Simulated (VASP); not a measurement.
Crystal: AlIn2As3.

```xyz
12
Lattice="6.2850 -3.6300 0.0000 6.2850 3.6300 0.0000 0.0000 0.0000 6.8400" Properties=species:S:1:pos:R:3 pbc="T T T"
Al    6.2850   -2.4198    3.4200
Al    6.2850    2.4198    0.0000
In    8.3804    1.2102    3.4200
In    4.1896   -1.2102    0.0000
In    8.3804   -1.2102    0.0000
In    4.1896    1.2102    3.4200
As    8.3804    1.2102    0.8550
As    4.1896   -1.2102    4.2750
As    6.2850   -2.4198    0.8550
As    6.2850    2.4198    4.2750
As    8.3804   -1.2102    4.2750
As    4.1896    1.2102    0.8550
```

| Item | Value |
| --- | --- |
| Program | VASP 6.6.1 |
| Task | relaxation of cell and atoms |
| Functional | PBE |
| Potentials or basis | VASP PAW PBE potentials, release 64 (Al, In_d, As) |
| Cutoff | 500 eV |
| k mesh | 3 × 3 × 3 |
| Occupations | gaussian, width 0.2 eV |
| Spin | no spin polarisation |

At the start: pressure 3.8 GPa; volume 26.01 Å³/atom.

Problem. Where does the relaxation end?

Solution. Over 9 steps the energy falls by 67.3 meV/atom and the volume is 27.35 Å³/atom (+5.2 %); space group Cmc2_1 (No. 36, to 0.1 Å) before and after.

The path:
```csv
step,energy change (eV),largest force (eV/Å),pressure (GPa),volume (Å³)
1,0.0000,1.4618,3.81,312.10
2,-0.5378,0.6866,-1.60,340.89
3,-0.5390,0.7212,-1.37,339.28
4,-0.7197,0.4276,-0.72,333.49
5,-0.7870,0.3172,0.16,327.32
6,-0.7872,0.3094,0.12,327.62
7,-0.8022,0.1159,0.01,328.12
8,-0.8044,0.0921,-0.04,328.40
9,-0.8080,0.0401,0.00,328.19
```

Final structure:
```xyz
12
Lattice="6.3724 -3.6811 0.0000 6.3724 3.6811 0.0000 0.0000 0.0000 6.9953" Properties=species:S:1:pos:R:3 pbc="T T T"
Al    6.3724   -2.4968    3.4858
Al    6.3724    2.4968    6.9835
In    8.4661    1.2460    3.5013
In    4.2788   -1.2460    0.0036
In    8.4661   -1.2460    0.0036
In    4.2788    1.2460    3.5013
As    8.3781    1.2972    0.8196
As    4.3667   -1.2972    4.3173
As    6.3724   -2.5935    0.9886
As    6.3724    2.5935    4.4862
As    8.3781   -1.2972    4.3173
As    4.3667    1.2972    0.8196
```

Caveat: the relaxation stopped at a loose force limit of 0.08 eV/Å, so its end isn't a converged minimum.
